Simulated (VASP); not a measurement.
Set up this calculation in VASP 6.6.1, as the native input.

```
Task                   : single point
Functional             : PBE
Potentials or basis    : VASP PAW PBE potentials, release 64 (Ni_sv_GW, Si)
Cutoff                 : 690 eV
k mesh                 : 8 × 8 × 8
Occupations            : gaussian, width 0.026 eV
Spin                   : collinear spin, ferromagnetic start
Starting moments       : [1.0, 1.0, 1.0, 0.0] μB
Dipole correction      : no
Further INCAR settings : ALGO = Normal; EDIFF = 1e-06; NBANDS = 41
```

The structure of SiNi3 lies in POSCAR:

```
SiNi3
1.0
    3.5420000000      0.0000000000      0.0000000000
    0.0000000000      3.5420000000      0.0000000000
    0.0000000000      0.0000000000      3.5420000000
Ni Si
3 1
Direct
    0.5000000000      0.5000000000      0.0000000000
    0.5000000000      0.0000000000      0.5000000000
    0.0000000000      0.5000000000      0.5000000000
    0.0000000000      0.0000000000      0.0000000000
```

These files were run (other wordings do the same):

INCAR

```
SYSTEM = SiNi3
PREC     = Accurate       ! precision mode
ENCUT    = 690            ! plane-wave cutoff, eV
EDIFF    = 1E-6           ! SCF threshold, eV
ISMEAR   = 0              ! smearing method
SIGMA    = 0.026000000000000002 ! smearing width, eV
LREAL    = .False.        ! projectors in reciprocal space
LASPH    = .True.         ! aspherical terms in the spheres
NELM     = 200            ! most SCF steps
ALGO     = Normal         ! electronic algorithm
ISIF     = 2              ! what is computed and relaxed
LWAVE    = .False.        ! write WAVECAR
LCHARG   = .False.        ! write CHGCAR
ISPIN    = 2              ! spin polarisation
MAGMOM   = 1 1 1 0        ! initial moments
LORBIT   = 11             ! projections on sites
LMAXMIX  = 4              ! l up to which the mixer works
GGA      = PE             ! functional
NBANDS   = 41             ! bands
GGA_COMPAT= .False.
```

KPOINTS

```
regular mesh
0
Gamma
  8 8 8
  0 0 0
```

Potentials or basis: VASP PAW PBE potentials, release 64 (Ni_sv_GW, Si).

Run with:

```console
$ cat potpaw_PBE.64/Ni_sv_GW/POTCAR potpaw_PBE.64/Si/POTCAR > POTCAR
$ mpirun -np 1 vasp_std > vasp.out
```

It gave:

```yaml
Pressure: -6.8 GPa
Band_gap_on_the_k_mesh: zero (filled and empty bands overlap)
Net_moment: 0.00 μB per cell
Valence_electrons_inside_the_program's_atomic_spheres: Ni 16.40; Si 1.53
```

Caveat: the cell stands under tension; the moments typed at the start vanished in this run.

Wall time 100 s on 1 thread of Intel(R) Xeon(R) 6975P-C (Granite Rapids), on a shared host, peak memory 0.29 GiB.
